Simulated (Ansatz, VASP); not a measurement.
## Pb: VASP beside Ansatz

```
Pb
1.0
     0.00000    2.47502    2.47502
     2.47502    0.00000    2.47502
     2.47502    2.47502    0.00000
Pb
1
Direct
  0.00000 0.00000 0.00000
```

Alike in both runs: functional b88 exchange, pbe correlation; k mesh 9 × 9 × 9; occupations fermi-dirac, width 0.05 eV; no spin polarisation.

```csv
,VASP,Ansatz
version,VASP 6.6.1,Ansatz 0.2.0
potentials or method,"VASP PAW PBE potentials, release 64 (Pb_d)",Ansatz PAW
plane-wave cutoff (eV),500,420
valence electrons in the cell,14,14
task,single point,band structure
```

Ansatz gave:

```
gap on the k mesh at the Fermi level (eV) : none
pressure (GPa)                            : 2.1
```

Problem. What did VASP give for the same quantities?

Solution. gap on the k mesh at the Fermi level (eV): none; pressure (GPa): 2.0.

VASP's potentials were made for PBE, not for b88 exchange, pbe correlation. A gap of «none» marks a metal or a gap that the smearing closes. With one functional, cell and mesh, what is left measures potentials, basis and numerics.

Spin-orbit coupling is off throughout.
